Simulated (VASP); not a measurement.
Set up this calculation in VASP 6.6.1, as the native input.

```yaml
Task: single point
Functional: PBEsol
Potentials_or_basis: VASP PAW PBE potentials, release 64 (Al, Ni)
Cutoff: 520 eV
k_mesh: 6 × 6 × 6
Occupations: gaussian, width 0.1 eV
Spin: no spin polarisation
Dipole_correction: no
Further_INCAR_settings: ALGO = Normal; EDIFF = 1e-06; NBANDS = 14
```

The structure of AlNi lies in POSCAR:

```
AlNi
1.0
    2.8810000000      0.0000000000      0.0000000000
    0.0000000000      2.8810000000      0.0000000000
    0.0000000000      0.0000000000      2.8810000000
Al Ni
1 1
Direct
    0.0000000000      0.0000000000      0.0000000000
    0.5000000000      0.5000000000      0.5000000000
```

The input as run:

INCAR

```
SYSTEM = AlNi
PREC = Accurate ; ENCUT = 520
EDIFF = 1E-6 ; ISMEAR = 0
SIGMA = 0.1 ; LREAL = .FALSE.
LASPH = .TRUE. ; NELM = 60
ALGO = Normal ; ISIF = 2
LWAVE = .FALSE. ; LCHARG = .FALSE.
GGA = PS ; NBANDS = 14
```

KPOINTS

```
Automatic mesh
0
G
  6 6 6
  0 0 0
```

Potentials or basis: VASP PAW PBE potentials, release 64 (Al, Ni).

Command:

```bash
$ cat potpaw_PBE.64/Al/POTCAR potpaw_PBE.64/Ni/POTCAR > POTCAR
$ mpirun -np 1 vasp_std > vasp.out
```

It gave:

The pressure is -2.8 GPa.

Caveat: the k points lie up to 0.36 Å⁻¹ apart; the PAW data sets were made with another functional, which shifts forces and pressure a little.

Wall time 5.1 s on 1 thread of Intel(R) Xeon(R) 6975P-C (Granite Rapids) (shared host), peak memory 0.13 GiB.
